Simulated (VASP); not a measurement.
# SnO2 in VASP: a series of runs, part 2 of 2

VASP 6.6.1.

## (3) Single point, r2SCAN

This run uses another cell than the first one, of 11.97 Å³/atom.

The input, POSCAR:

```
SnO2
1.0
    4.7424589649      0.0000000000      0.0000000000
    0.0000000000      4.7426250360      0.0000000000
    0.0000000000      0.0000000000      3.1941747601
Sn O
2 4
Direct
    0.5000000000      0.5000000000      0.5000000000
    0.0000000000      0.0000000000      0.0000000000
    0.3057450903      0.3058098739      0.0000000000
    0.8057450903      0.1941901261      0.5000000000
    0.1942549097      0.8058098739      0.5000000000
    0.6942549097      0.6941901261      0.0000000000
```

The input, INCAR.step1:

```
SYSTEM = SnO2
PREC     = Accurate       ! precision mode
ENCUT    = 520            ! plane-wave cutoff, eV
ISMEAR   = 0              ! smearing method
SIGMA    = 0.02           ! smearing width, eV
LREAL    = .FALSE.        ! projectors in reciprocal space
LASPH    = .TRUE.         ! aspherical terms in the spheres
NELM     = 100            ! most SCF steps
NBANDS   = 35             ! bands
GGA      = PE             ! functional
ALGO     = Normal         ! electronic algorithm
EDIFF    = 1E-4           ! SCF threshold, eV
LWAVE    = .TRUE.         ! write WAVECAR
LCHARG   = .FALSE.        ! write CHGCAR
```

The input, INCAR.step2:

```
SYSTEM = SnO2
PREC     = Accurate       ! precision mode
ENCUT    = 520            ! plane-wave cutoff, eV
EDIFF    = 1E-6           ! SCF threshold, eV
ISMEAR   = 0              ! smearing method
SIGMA    = 0.02           ! smearing width, eV
LREAL    = .FALSE.        ! projectors in reciprocal space
LASPH    = .TRUE.         ! aspherical terms in the spheres
NELM     = 100            ! most SCF steps
ALGO     = Normal         ! electronic algorithm
ISIF     = 2              ! what is computed and relaxed
LWAVE    = .FALSE.        ! write WAVECAR
LCHARG   = .FALSE.        ! write CHGCAR
METAGGA  = R2SCAN         ! meta-GGA
LMIXTAU  = .TRUE.       
NBANDS   = 35             ! bands
ISTART   = 1
```

The input, KPOINTS:

```
regular mesh
0
G
  6 6 8
  0 0 0
```

Potentials or basis: VASP PAW PBE potentials, release 64 (Sn_d, O).

The run is started by

```
> cat potpaw_PBE.64/Sn_d/POTCAR potpaw_PBE.64/O/POTCAR > POTCAR
> cp INCAR.step1 INCAR
> mpirun -np 1 vasp_std > vasp.out
> cp INCAR.step2 INCAR
> mpirun -np 1 vasp_std > vasp.out
```

It took 3.4 min on 1 thread of Intel Xeon 6975P-C (Granite Rapids), shared host; peak memory 0.28 GiB.

It converged, with:

```yaml
Free_energy: -84.6197 eV
Pressure: 3.1 GPa
Largest_force: 0.034 eV/Å
Band_gap_on_the_k_mesh: 1.90 eV
```

Forces on the atoms (eV/Å):
```
Sn   0.000  0.000  0.000
Sn   0.000  0.000  0.000
O   -0.024 -0.024  0.000
O   -0.024  0.024  0.000
O    0.024 -0.024  0.000
O    0.024  0.024  0.000
```

Stress tensor (GPa, compression positive):
```
2.90 0.00 0.00
0.00 2.90 0.00
0.00 0.00 3.56
```

Levels at points of the mesh, in eV from the valence-band top:
```csv
k point,band 23,band 24,band 25,band 26,band 27,band 28,band 29,band 30
"(0.00, 0.00, 0.00)",-1.22,-0.78,-0.78,0.00,1.90,6.89,7.09,7.09
"(0.50, 0.00, 0.00)",-1.17,-1.17,-0.63,-0.63,5.11,5.11,7.85,7.85
"(0.00, 0.50, 0.00)",-1.17,-1.17,-0.63,-0.63,5.11,5.11,7.86,7.86
"(0.50, 0.50, 0.00)",-1.30,-1.30,-0.93,-0.93,5.55,5.55,8.29,8.29
"(0.00, 0.00, 0.50)",-1.69,-1.69,-1.28,-1.28,6.99,6.99,10.60,10.60
"(0.50, 0.00, 0.50)",-1.12,-1.12,-0.68,-0.68,7.27,7.27,8.94,8.94
"(0.00, 0.50, 0.50)",-1.12,-1.12,-0.68,-0.68,7.27,7.27,8.94,8.94
"(0.50, 0.50, 0.50)",-0.96,-0.96,-0.86,-0.86,5.62,5.62,9.70,9.70
```

Caveat: the cell stands under pressure; the PAW data sets were made with another functional, which shifts forces and pressure a little; spin-orbit coupling is left out, which moves the levels of the heavy elements.

## (4) Single point, r2SCAN

This run uses another cell than the first one, of 12.21 Å³/atom.

The input, POSCAR:

```
SnO2
1.0
    4.7792924903      0.0000000000      0.0000000000
    0.0000000000      4.7793981423      0.0000000000
    0.0000000000      0.0000000000      3.2067418997
Sn O
2 4
Direct
    0.5000000000      0.5000000000      0.5000000000
    0.0000000000      0.0000000000      0.0000000000
    0.3060826921      0.3061264104      0.0000000000
    0.8060826921      0.1938735896      0.5000000000
    0.1939173079      0.8061264104      0.5000000000
    0.6939173079      0.6938735896      0.0000000000
```

The input, INCAR.step1:

```
SYSTEM = SnO2
ALGO = Normal
EDIFF = 1E-4
ENCUT = 520
GGA = PE
ISMEAR = 0
LASPH = .TRUE.
LCHARG = .FALSE.
LREAL = .FALSE.
LWAVE = .TRUE.
NBANDS = 35
NELM = 100
PREC = Accurate
SIGMA = 0.02
```

The input, INCAR.step2:

```
SYSTEM = SnO2
ALGO = Normal
EDIFF = 1E-7
ENCUT = 520
ISIF = 2
ISMEAR = 0
ISTART = 1
LASPH = .TRUE.
LCHARG = .FALSE.
LMIXTAU = .TRUE.
LREAL = .FALSE.
LWAVE = .FALSE.
METAGGA = R2SCAN
NBANDS = 35
NELM = 100
PREC = Accurate
SIGMA = 0.02
```

The input, KPOINTS:

```
k-points
0
G
  6 6 8
  0 0 0
```

The run is started by

```
> cat potpaw_PBE.64/Sn_d/POTCAR potpaw_PBE.64/O/POTCAR > POTCAR
> cp INCAR.step1 INCAR
> mpirun -np 1 vasp_std > vasp.out
> cp INCAR.step2 INCAR
> mpirun -np 1 vasp_std > vasp.out
```

It took 3.6 min on 1 thread of Intel Xeon 6975P-C (Granite Rapids), shared host; peak memory 0.29 GiB.

The run converged. Its results:

```yaml
Free_energy: -84.6308 eV
Pressure: -0.9 GPa
Largest_force: 0.029 eV/Å
Band_gap_on_the_k_mesh: 1.69 eV
```

Forces on the atoms (eV/Å):
```
Sn   0.000  0.000  0.000
Sn   0.000  0.000  0.000
O   -0.020 -0.020  0.000
O   -0.020  0.020  0.000
O    0.020 -0.020  0.000
O    0.020  0.020  0.000
```

Stress tensor (GPa, compression positive):
```
-1.09  0.00  0.00
 0.00 -1.09  0.00
 0.00  0.00 -0.62
```

Levels at points of the mesh, in eV from the valence-band top:
```
           k point  band 24  band 25  band 26  band 27  band 28  band 29
(0.00, 0.00, 0.00)    -0.77    -0.77     0.00     1.69     6.73     7.01
(0.50, 0.00, 0.00)    -1.17    -0.62    -0.62     4.89     4.89     7.76
(0.00, 0.50, 0.00)    -1.17    -0.62    -0.62     4.89     4.89     7.76
(0.50, 0.50, 0.00)    -1.29    -0.91    -0.91     5.33     5.33     8.15
(0.00, 0.00, 0.50)    -1.64    -1.25    -1.25     6.75     6.75    10.45
(0.50, 0.00, 0.50)    -1.09    -0.70    -0.70     7.02     7.02     8.75
(0.00, 0.50, 0.50)    -1.09    -0.70    -0.70     7.02     7.02     8.75
(0.50, 0.50, 0.50)    -0.95    -0.84    -0.84     5.42     5.42     9.59
```

Caveat: the PAW data sets were made with another functional, which shifts forces and pressure a little; spin-orbit coupling is left out, which moves the levels of the heavy elements.

## (5) Single point, r2SCAN

This run uses another cell than the first one, of 12.21 Å³/atom.

POSCAR is that of step 4.

The input, INCAR.step1:

```
  PREC = Accurate
  ENCUT = 520
  ISMEAR = 0
  SIGMA = 0.02
  LREAL = False
  LASPH = True
  NELM = 100
  NBANDS = 35
  GGA = PE
  ALGO = Normal
  EDIFF = 1E-4
  LWAVE = True
  LCHARG = False
```

The input, INCAR.step2:

```
  PREC = Accurate
  ENCUT = 520
  EDIFF = 1E-6
  ISMEAR = 0
  SIGMA = 0.02
  LREAL = False
  LASPH = True
  NELM = 100
  ALGO = Normal
  ISIF = 2
  LWAVE = False
  LCHARG = False
  METAGGA = R2SCAN
  LMIXTAU = True
  NBANDS = 35
  ISTART = 1
```

The input, KPOINTS:

```
Automatic mesh
0
Gamma
  6 6 8
```

The run is started by

```
> cat potpaw_PBE.64/Sn_d/POTCAR potpaw_PBE.64/O/POTCAR > POTCAR
> cp INCAR.step1 INCAR
> mpirun -np 1 vasp_std > vasp.out
> cp INCAR.step2 INCAR
> mpirun -np 1 vasp_std > vasp.out
```

Wall time 3.2 min (1 thread of Intel Xeon 6975P-C (Granite Rapids), shared host); peak memory 0.29 GiB.

Results (log left out):

- Free energy: -84.6308 eV
- Pressure: -0.9 GPa
- Largest force: 0.029 eV/Å
- Band gap on the k mesh: 1.69 eV

Forces on the atoms (eV/Å):
```
Sn   0.000  0.000  0.000
Sn   0.000  0.000  0.000
O   -0.020 -0.020  0.000
O   -0.020  0.020  0.000
O    0.020 -0.020  0.000
O    0.020  0.020  0.000
```

Stress tensor (GPa, compression positive):
```
-1.09  0.00  0.00
 0.00 -1.09  0.00
 0.00  0.00 -0.62
```

Levels at points of the mesh, in eV from the valence-band top:
```tsv
k point	band 24	band 25	band 26	band 27	band 28	band 29
(0.00, 0.00, 0.00)	-0.77	-0.77	0.00	1.69	6.73	7.01
(0.50, 0.00, 0.00)	-1.17	-0.62	-0.62	4.89	4.89	7.76
(0.00, 0.50, 0.00)	-1.17	-0.62	-0.62	4.89	4.89	7.76
(0.50, 0.50, 0.00)	-1.29	-0.91	-0.91	5.33	5.33	8.15
(0.00, 0.00, 0.50)	-1.64	-1.25	-1.25	6.75	6.75	10.45
(0.50, 0.00, 0.50)	-1.09	-0.70	-0.70	7.02	7.02	8.75
(0.00, 0.50, 0.50)	-1.09	-0.70	-0.70	7.02	7.02	8.75
(0.50, 0.50, 0.50)	-0.95	-0.84	-0.84	5.42	5.42	9.59
```

Caveat: the PAW data sets were made with another functional, which shifts forces and pressure a little; spin-orbit coupling is left out, which moves the levels of the heavy elements.

## (6) The runs side by side

| cell | gap on the mesh (eV) | pressure (GPa) | largest force (eV/Å) |
| --- | --- | --- | --- |
| a = 5.046, b = 5.046, c = 3.097 Å, 6 atoms, atomic positions A | 1.33 | -8.8 | 0.07 |
| a = 4.742, b = 4.743, c = 3.194 Å, 6 atoms, atomic positions B | 1.90 | 3.1 | 0.03 |
| a = 4.779, b = 4.779, c = 3.207 Å, 6 atoms, atomic positions B | 1.69 | -0.9 | 0.03 |

Alike in all rows: task single point; level r2SCAN; potentials or basis VASP PAW PBE potentials, release 64 (Sn_d, O); no spin polarisation; k mesh 6 × 6 × 8; cutoff (eV) 520; smearing gaussian 0.02 eV.

Caveats: the PAW data sets were made with another functional, which shifts forces and pressure a little; spin-orbit coupling is left out, which moves the levels of the heavy elements; the cell stands under tension (at least some runs); the cell stands under pressure (at least some runs).

Absolute energies hang on the potentials; compare differences alone.
